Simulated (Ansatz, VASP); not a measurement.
## Two plane-wave programs on SiC

```
Si C
1.0
     3.07536    0.00000    0.00000
    -1.53768    2.66334    0.00000
     0.00000    0.00000    5.04811
Si C
2 2
Cartesian
  0.0000 1.7756 0.0232
  1.5377 0.8878 2.5472
  0.0000 1.7756 1.9203
  1.5377 0.8878 4.4444
```

Alike in both runs: task single point; functional r2SCANh; k mesh 6 × 6 × 4; no spin polarisation.

```csv
,VASP,Ansatz
version,VASP 6.6.1,Ansatz 0.2.0
potentials or method,"VASP PAW PBE potentials, release 64 (Si, C)","plane waves, PAW"
plane-wave cutoff (eV),520,500
occupations,"gaussian, width 0.01 eV",fixed
valence electrons in the cell,16,16
```

|  | VASP | Ansatz | Ansatz less VASP |
| --- | --- | --- | --- |
| gap on the k mesh at the Fermi level (eV) | 3.24 | 3.23 | -0.015 |
| pressure (GPa) | -1.6 | -1.3 | +0.29 |
| traceless stress, the component that is largest in VASP (GPa) | -0.13 | -0.15 | -0.024 |
| rms of the force components (eV/Å) | 0.006 | 0.006 | +0.0002 |

VASP's potentials were made for PBE, not for r2SCANh. Atom by atom the forces differ by 0.000 eV/Å (rms over components). Ansatz's warnings: stress exchange threshold loose, stress scf threshold loose.
